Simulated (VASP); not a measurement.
# Si (Fd-3m) in VASP: a series of runs

Si is run at these levels: LDA; tasks: single point.

Program: VASP 6.6.1. These are calculated values, not measurements. Logs are shortened: lines on timing, memory, paths and dates and some standing lists are left out, and cuts for length are marked.

## 1. The cell of the first run

The structure is cubic, space group Fd-3m (No. 227). The conventional cell has a = 5.487 Å, b = 5.487 Å, c = 5.487 Å, α = 90.00°, β = 90.00°, γ = 90.00°. Within 3.1 Å of Si (site symmetry -43m) lie 4 Si at 2.38 Å.

## 2. Single point, LDA (volume 20.646 Å^3 an atom, c/a of the conventional cell 1.0000)

Contents of INCAR:

```
SYSTEM = Si
PREC = Accurate ; ENCUT = 520
EDIFF = 1E-6 ; ISMEAR = 0
SIGMA = 0.05 ; LREAL = .False.
LASPH = .True. ; NELM = 100
ALGO = Normal ; ISIF = 2
LWAVE = .False. ; LCHARG = .False.
NBANDS = 11
```

Contents of KPOINTS:

```
regular mesh
0
Gamma
  12 12 12
  0 0 0
```

Contents of POSCAR:

```
Si
1.0
    0.0000000000      2.7433337156      2.7433337156
    2.7433337156      0.0000000000      2.7433337156
    2.7433337156      2.7433337156      0.0000000000
Si
2
Direct
    0.5000000000      0.5000000000      0.5000000000
    0.7500000000      0.7500000000      0.7500000000
```

Potentials or basis: VASP PAW LDA potentials, release 64 (Si).

Command:

```console
cat potpaw_LDA.64/Si/POTCAR > POTCAR
mpirun -np 1 vasp_std > vasp.out
```

OUTCAR:

```text
SYSTEM = Si
   PREC = Accurate
   ENCUT = 520
   EDIFF = 1E-6
   ISMEAR = 0
   LREAL = .False.
   LASPH = .True.
   NELM = 100
   ISIF = 2

 ion  position               nearest neighbor table
   1  0.500  0.500  0.500-   2 2.38   2 2.38   2 2.38   2 2.38
   2  0.750  0.750  0.750-   1 2.38   1 2.38   1 2.38   1 2.38

  LATTYP: Found a face centered cubic cell.
 ALAT       =     5.4866674312

  Lattice vectors:

 A1 = (   0.0000000000,   2.7433337156,   2.7433337156)
 A2 = (   2.7433337156,   0.0000000000,   2.7433337156)
 A3 = (   2.7433337156,   2.7433337156,   0.0000000000)

Analysis of symmetry for initial positions (statically):
=====================================================================
 Subroutine PRICEL returns:
 Original cell was already a primitive cell.

 Routine SETGRP: Setting up the symmetry group for a
 face centered cubic supercell.

 Subroutine GETGRP returns: Found 48 space group operations
 (whereof 24 operations were pure point group operations)
 out of a pool of 48 trial point group operations.

The static configuration has the point symmetry T_d .
 The point group associated with its full space group is O_h .

Analysis of symmetry for dynamics (positions and initial velocities):
=====================================================================
 Subroutine PRICEL returns:
 Original cell was already a primitive cell.

 Routine SETGRP: Setting up the symmetry group for a
 face centered cubic supercell.

 Subroutine GETGRP returns: Found 48 space group operations
 (whereof 24 operations were pure point group operations)
 out of a pool of 48 trial point group operations.

The dynamic configuration has the point symmetry T_d .
 The point group associated with its full space group is O_h .

 Subroutine INISYM returns: Found 48 space group operations
 (whereof 24 operations are pure point group operations),
 and found     1 'primitive' translations

----------------------------------------------------------------------------------------

                                     Primitive cell

  volume of cell :      41.2920

  direct lattice vectors                    reciprocal lattice vectors
     0.000000000  2.743333716  2.743333716    -0.182259999  0.182259999  0.182259999
     2.743333716  0.000000000  2.743333716     0.182259999 -0.182259999  0.182259999
     2.743333716  2.743333716  0.000000000     0.182259999  0.182259999 -0.182259999

  length of vectors
     3.879659747  3.879659747  3.879659747     0.315683578  0.315683578  0.315683578

  position of ions in fractional coordinates (direct lattice)
     0.500000000  0.500000000  0.500000000
     0.750000000  0.750000000  0.750000000

  ion indices of the primitive-cell ions
   primitive index   ion index
                 1           1
                 2           2

----------------------------------------------------------------------------------------

 KPOINTS: regular mesh

Automatic generation of k-mesh.
 Grid dimensions read from file:
 generate k-points for:   12   12   12

 Generating k-lattice:

  Cartesian coordinates                     Fractional coordinates (reciprocal lattice)
    -0.015188333  0.015188333  0.015188333     0.083333333  0.000000000  0.000000000
     0.015188333 -0.015188333  0.015188333     0.000000000  0.083333333  0.000000000
     0.015188333  0.015188333 -0.015188333     0.000000000  0.000000000  0.083333333

  Length of vectors
     0.026306965  0.026306965  0.026306965

  Shift w.r.t. Gamma in fractional coordinates (k-lattice)
     0.000000000  0.000000000  0.000000000

 Subroutine IBZKPT returns following result:
 ===========================================

 Found     72 irreducible k-points:

 Following reciprocal coordinates:
            Coordinates               Weight
  0.000000  0.000000  0.000000      1.000000
  0.083333  0.000000  0.000000      8.000000
  0.166667  0.000000  0.000000      8.000000
  0.250000  0.000000  0.000000      8.000000
  0.333333  0.000000  0.000000      8.000000
  0.416667  0.000000  0.000000      8.000000
[... 16 lines left out ...]
  0.500000  0.166667  0.000000     24.000000
 -0.416667  0.166667  0.000000     24.000000
 [... further k-points ...]
   k-points           NKPTS =     72   k-points in BZ     NKDIM =     72   number of bands    NBANDS=     11
   number of dos      NEDOS =    301   number of ions     NIONS =      2
   total plane-waves  NPLWV =  27000
   dimension x,y,z NGX =    30 NGY =   30 NGZ =   30
   dimension x,y,z NGXF=    60 NGYF=   60 NGZF=   60
   ions per type =               2
   NGX,Y,Z   is equivalent  to a cutoff of  12.86, 12.86, 12.86 a.u.
   NGXF,Y,Z  is equivalent  to a cutoff of  25.71, 25.71, 25.71 a.u.
 SYSTEM =  Si
   PREC   = accura    normal or accurate (medium, high low for compatibility)
   ISTART =      0    job   : 0-new  1-cont  2-samecut
   ICHARG =      2    charge: 1-file 2-atom 10-const
   ISPIN  =      1    spin polarized calculation?
   LNONCOLLINEAR =      F non collinear calculations
   LSORBIT =      F    spin-orbit coupling
   LASPH  =      T    aspherical Exc in radial PAW
   ENCUT  =  520.0 eV  38.22 Ry    6.18 a.u.   7.21  7.21  7.21*2*pi/ulx,y,z
   NELM   =    100;   NELMIN=  2; NELMDL= -5     # of ELM steps
   EDIFF  = 0.1E-05   stopping-criterion for ELM
   LREAL  =      F    real-space projection
   EDIFFG = 0.1E-04   stopping-criterion for IOM
   NSW    =      0    number of steps for IOM
   IBRION =     -1    ionic relax: 0-MD 1-quasi-New 2-CG
   NFREE  =      0    steps in history (QN), initial steepest desc. (CG)
   ISIF   =      2    stress and relaxation
   ISYM   =      2    0-nonsym 1-usesym 2-fastsym
   POTIM  = 0.5000    time-step for ionic-motion
   TEBEG  =    0.0;   TEEND  =   0.0 temperature during run
   PSTRESS=    0.0 pullay stress
   NELECT =       8.0000    total number of electrons
   NUPDOWN=      -1.0000    fix difference up-down
   EMIN   =  10.00;   EMAX   =-10.00  energy-range for DOS
   EFERMI =   0.00;   METHOD = LEGACY
   ISMEAR =     0;   SIGMA  =   0.05  broadening in eV -4-tet -1-fermi 0-gaus
   EFERMI_NEDOS =   21; number of points for ismear=-14 and -15
   IALGO  =     38    algorithm
   IMIX   =      4    mixing-type and parameters
     AMIX     =   0.40;   BMIX     =  1.00
     AMIX_MAG =   1.60;   BMIX_MAG =  1.00
  volume/ion in A,a.u.               =      20.65       139.33
  Fermi-wavevector in a.u.,A,eV,Ry     =   0.947290  1.790118 12.209296  0.897358
  Thomas-Fermi vector in A             =   2.075369
   LORBIT       =      0    0 simple, 1 ext, 2 COOP (PROOUT), +10 PAW based schemes
   GGA     = CA    functional components
   LHFCALC =     F    Hartree Fock is set to
   AEXX    =    0.0000 exact exchange contribution
   IVDW    =     0    specifies the selected vdW correction
   LEPSILON=     F    determine dielectric tensor
   LRPA    =     F    only Hartree local field effects (RPA)
 non-spin polarized calculation
 Gauss-broadening in eV      SIGMA  =   0.05
  energy-cutoff  :      520.00
  volume of cell :       41.29
 maximum number of plane-waves:      1139
 NGX is ok and might be reduce to    30
   NGX = 15   NGY = 15   NGZ = 15

 number of electron       8.0000001 magnetization

 Free energy of the ion-electron system (eV)
  ---------------------------------------------------
  ext. energy  EPLUGINS =         0.00000000
  ---------------------------------------------------
  free energy    TOTEN  =       -11.89539470 eV

  energy without entropy =      -11.89539470  energy(sigma->0) =      -11.89539470

 E-fermi :   5.7364     XC(G=0):  -9.4906

 val. band max:        5.4602776812   @ k =   0.0000   0.0000   0.0000
 cond. band min:       5.9798617864   @ k =   0.4167   0.4167   0.0000
 fundamental gap:      0.5195841052
 Fermi energy:         5.7364010171

 k-point     1 :       0.0000    0.0000    0.0000
  band No.  band energies     occupation
      1      -6.2900      2.00000
      2       5.4603      2.00000
      3       5.4603      2.00000
      4       5.4603      2.00000
      5       7.9704      0.00000
      6       7.9704      0.00000
      7       7.9704      0.00000
      8       8.3213      0.00000
      9      13.0086      0.00000
     10      13.1706      0.00000
     11      13.1706      0.00000

 k-point     2 :       0.0833    0.0000    0.0000
  band No.  band energies     occupation
      1      -6.2013      2.00000
      2       4.5892      2.00000
      3       5.3208      2.00000
      4       5.3208      2.00000
      5       7.9247      0.00000
      6       8.1752      0.00000
      7       8.1752      0.00000
      8       9.0781      0.00000
      9      12.8942      0.00000
     10      12.8942      0.00000
     11      13.3950      0.00000

 k-point     3 :       0.1667    0.0000    0.0000
  band No.  band energies     occupation
      1      -5.9382      2.00000
      2       3.0850      2.00000
      3       5.0224      2.00000
      4       5.0224      2.00000
      5       7.6165      0.00000
      6       8.5997      0.00000
      7       8.5997      0.00000
      8      10.5225      0.00000
      9      12.5196      0.00000
     10      12.5196      0.00000
     11      14.1631      0.00000

 k-point     4 :       0.2500    0.0000    0.0000
  band No.  band energies     occupation
      1      -5.5114      2.00000
      2       1.5710      2.00000
      3       4.7208      2.00000
      4       4.7208      2.00000
      5       7.2790      0.00000
      6       8.8964      0.00000
      7       8.8964      0.00000
      8      11.9766      0.00000
      9      12.6083      0.00000
     10      12.6083      0.00000
     11      14.1280      0.00000

 k-point     5 :       0.3333    0.0000    0.0000
  band No.  band energies     occupation
      1      -4.9506      2.00000
      2       0.1979      2.00000
      3       4.4858      2.00000
      4       4.4858      2.00000
      5       7.0073      0.00000
      6       8.9127      0.00000
      7       8.9127      0.00000
      8      13.0098      0.00000
      9      13.3588      0.00000
     10      13.3588      0.00000
     11      14.1626      0.00000
[... 211 lines left out ...]
 k-point    21 :       0.3333    0.1667    0.0000
  band No.  band energies     occupation
      1      -5.0249      2.00000
      2       1.0559      2.00000
      3       3.4960      2.00000
      4       3.7639      2.00000
      5       7.3455      0.00000
      6       9.3433      0.00000
      7       9.8756      0.00000
      8      10.4221      0.00000
      9      14.2042      0.00000
     10      14.4473      0.00000
     11      15.5555      0.00000

 k-point    22 :       0.4167    0.1667    0.0000
  band No.  band energies     occupation
      1      -4.4347      2.00000
      2      -0.1425      2.00000
      3       3.0630      2.00000
      4       3.6814      2.00000
      5       7.3817      0.00000
      6       9.5383      0.00000
      7      10.2628      0.00000
      8      10.3793      0.00000
      9      15.0812      0.00000
     10      15.5194      0.00000
     11      15.8506      0.00000

 k-point    23 :       0.5000    0.1667    0.0000
  band No.  band energies     occupation
      1      -3.8708      2.00000
      2      -1.0471      2.00000
      3       2.7264      2.00000
      4       3.7330      2.00000
      5       7.4042      0.00000
      6       9.4094      0.00000
      7      10.0049      0.00000
      8      11.7022      0.00000
      9      14.6044      0.00000
     10      15.7821      0.00000
     11      16.8917      0.00000

 k-point    24 :      -0.4167    0.1667    0.0000
  band No.  band energies     occupation
      1      -3.7609      2.00000
      2      -1.2009      2.00000
      3       2.5198      2.00000
      4       3.9113      2.00000
      5       7.5356      0.00000
      6       9.3695      0.00000
      7       9.7846      0.00000
      8      13.2040      0.00000
      9      13.7362      0.00000
     10      14.1200      0.00000
     11      16.3202      0.00000

 [... further k-points ...]
[... 5 lines left out ...]
  --------------------------------------------------------------------------------------
  -------------------------------------------------------------------------------------
  Total       -1.0424411     -1.0424411     -1.0424411      0.0000000     -0.0000000     -0.0000000
  in kB      -40.4479180    -40.4479180    -40.4479180      0.0000000     -0.0000000     -0.0000000
  external PRESSURE =     -40.4479180 kB  Pullay stress =       0.0000000 kB

 VOLUME and BASIS-vectors are now :
 -----------------------------------------------------------------------------
  energy-cutoff  :      520.00
  volume of cell :       41.29
      direct lattice vectors                 reciprocal lattice vectors
     0.000000000  2.743333716  2.743333716    -0.182259999  0.182259999  0.182259999
     2.743333716  0.000000000  2.743333716     0.182259999 -0.182259999  0.182259999
     2.743333716  2.743333716  0.000000000     0.182259999  0.182259999 -0.182259999

 POSITION                                       TOTAL-FORCE (eV/Angst)
 -----------------------------------------------------------------------------------
      2.74333      2.74333      2.74333        -0.000000     -0.000000     -0.000000
      4.11500      4.11500      4.11500         0.000000      0.000000      0.000000
 -----------------------------------------------------------------------------------
    total drift:                                0.000000     -0.000000     -0.000000

  FREE ENERGIE OF THE ION-ELECTRON SYSTEM (eV)
  ---------------------------------------------------
  free  energy   TOTEN  =       -11.8953946962 eV

  energy  without entropy=      -11.8953946962  energy(sigma->0) =      -11.89539470
```

Run time: 16 s. Hardware: 1 thread of Intel Xeon Platinum 8559C (Emerald Rapids), shared host; peak memory 0.14 GiB.

What came out:

```
Free energy            : -11.8954 eV
Pressure               : -4.0 GPa
Band gap on the k mesh : 0.52 eV, indirect (least direct gap 2.49 eV)
```

Levels at points of the mesh, in eV from the valence-band top:
```csv
k point,band 1,band 2,band 3,band 4,band 5,band 6,band 7,band 8
"(0.00, 0.00, 0.00)",-11.75,0.00,0.00,0.00,2.51,2.51,2.51,2.86
"(0.50, 0.00, 0.00)",-9.49,-6.85,-1.17,-1.17,1.32,3.30,3.30,7.47
"(0.50, 0.50, 0.00)",-7.72,-7.72,-2.77,-2.77,0.66,0.66,9.72,9.72
```

## 3. Single point, LDA (volume 21.119 Å^3 an atom, c/a of the conventional cell 1.0000)

Contents of INCAR:

```
SYSTEM = Si
  PREC = Accurate
  ENCUT = 520
  EDIFF = 1E-6
  ISMEAR = 0
  SIGMA = 0.05
  LREAL = .FALSE.
  LASPH = .TRUE.
  NELM = 100
  ALGO = Normal
  ISIF = 2
  LWAVE = .FALSE.
  LCHARG = .FALSE.
  GGA = CA
  NBANDS = 11
```

Contents of KPOINTS:

```
regular mesh
0
G
  12 12 12
  0 0 0
```

Contents of POSCAR:

```
Si
1.0
    0.0000000000      2.7641256649      2.7641256649
    2.7641256649      0.0000000000      2.7641256649
    2.7641256649      2.7641256649      0.0000000000
Si
2
Direct
    0.5000000000      0.5000000000      0.5000000000
    0.7500000000      0.7500000000      0.7500000000
```

Potentials or basis: VASP PAW LDA potentials, release 64 (Si).

Command:

```console
cat potpaw_LDA.64/Si/POTCAR > POTCAR
mpirun -np 1 vasp_std > vasp.out
```

It took 18 s on 1 thread of Intel Xeon Platinum 8559C (Emerald Rapids), shared host; peak memory 0.14 GiB.

It converged, with:

* Free energy: -11.8665 eV
* Pressure: -5.7 GPa
* Band gap on the k mesh: 0.55 eV, indirect (least direct gap 2.39 eV)

Levels at points of the mesh, in eV from the valence-band top:
```csv
k point,band 1,band 2,band 3,band 4,band 5,band 6,band 7,band 8,band 9
"(0.00, 0.00, 0.00)",-11.60,0.00,0.00,0.00,2.50,2.50,2.50,2.61,7.45
"(0.50, 0.00, 0.00)",-9.39,-6.75,-1.15,-1.15,1.24,3.31,3.31,7.43,10.38
"(0.50, 0.50, 0.00)",-7.65,-7.65,-2.72,-2.72,0.70,0.70,9.53,9.53,10.75
```

 A k mesh can miss the band edges.

(Part 1 of 2 ends here.)
